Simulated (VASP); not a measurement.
Here is a VASP 6.6.1 calculation.

Contents of INCAR:

```
SYSTEM = Si
PREC = Accurate
ENCUT = 520
EDIFF = 1E-6
ISMEAR = 0
SIGMA = 0.05
LREAL = .FALSE.
LASPH = .TRUE.
NELM = 60
ALGO = Normal
ISIF = 2
LWAVE = .FALSE.
LCHARG = .FALSE.
GGA = PE
NBANDS = 21
```

KPOINTS

```
regular mesh
0
G
  8 8 3
  0 0 0
```

The input POSCAR:

```
Si
1.0
    2.7154700000     -2.7154700000      0.0000000000
    2.7154700000      0.0000000000     -2.7154700000
    8.5988073020      3.8470063490      3.8470063490
Si
6
Direct
    0.3507319433      0.3507319433      0.5416333333
    0.8784986100     -0.1215013900      0.2083000000
   -0.1770347233     -0.1770347233      0.8749666667
    0.2049069433      0.2049069433      0.7916333333
    0.7326736100      0.7326736100      0.4583000000
    0.2604402767      0.2604402767      0.1249666667
```

Potentials or basis: VASP PAW PBE potentials, release 64 (Si).

Run with:

```sh
$ cat potpaw_PBE.64/Si/POTCAR > POTCAR
$ mpirun -np 1 vasp_std > vasp.out
```

Q: Estimate the largest force.

A: 0.551 eV/Å.

Q: Predict the pressure.

A: -0.2 GPa.

Q: Estimate the band gap on the k mesh.

A: Zero (band 12 reaches 6.27 eV, above the bottom of band 13 at 5.13 eV).

Forces on the atoms (eV/Å):
```
Si  -0.118 -0.062 -0.062
Si   0.041 -0.087 -0.087
Si   0.515  0.137  0.137
Si  -0.041  0.087  0.087
Si   0.118  0.062  0.062
Si  -0.515 -0.137 -0.137
```
